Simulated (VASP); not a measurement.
A run of VASP 6.6.1:

Contents of INCAR:

```
SYSTEM = Si2Mo
ALGO = Normal
DIPOL = 0.5 0.5 0.500
EDIFF = 1E-7
EDIFFG = -0.03
ENCUT = 520
GGA = PS
IBRION = 2
IDIPOL = 3
ISIF = 2
ISMEAR = 0
LASPH = .TRUE.
LCHARG = .FALSE.
LDIPOL = .TRUE.
LREAL = .FALSE.
LUSENCCL = .FALSE.
LWAVE = .FALSE.
NELM = 80
NSW = 90
PREC = Accurate
SIGMA = 0.1
```

KPOINTS

```
k-points
0
G
  9 9 1
  0 0 0
```

File POSCAR:

```
Si2Mo
1.0
    3.1900701700      0.0000000000      0.0000000000
    0.0000000000      3.1900701700      0.0000000000
    0.0000000000      0.0000000000     23.4908154018
Si Mo
4 2
Selective dynamics
Direct
    0.0000000000      0.0000000000      0.3618435484  F F F
    0.0000000000      0.0000000000      0.4716789609  F F F
    0.5000000000      0.5000000000      0.5283210391  T T T
    0.5000000000      0.5000000000      0.6381564516  T T T
    0.5000000000      0.5000000000      0.4167612547  F F F
    0.0000000000      0.0000000000      0.5832387453  T T T
```

Potentials or basis: VASP PAW PBE potentials, release 64 (Si, Mo_sv).

Run with:

```bash
$ cat potpaw_PBE.64/Si/POTCAR potpaw_PBE.64/Mo_sv/POTCAR > POTCAR
$ mpirun -np 1 vasp_std > vasp.out
```

Hardware: 1 × NVIDIA H100 80GB with 1 thread of Intel(R) Xeon(R) Platinum 8481C CPU @ 2.70GHz (Sapphire Rapids), on a shared host.

Task: How long does it take, and how much memory?

Result: Wall time 4 min on 1 × NVIDIA H100 80GB with 1 thread of Intel(R) Xeon(R) Platinum 8481C CPU @ 2.70GHz (Sapphire Rapids), on a shared host, peak memory 1.3 GiB. Counts: scf iterations 92, k points 15, ion steps 6.
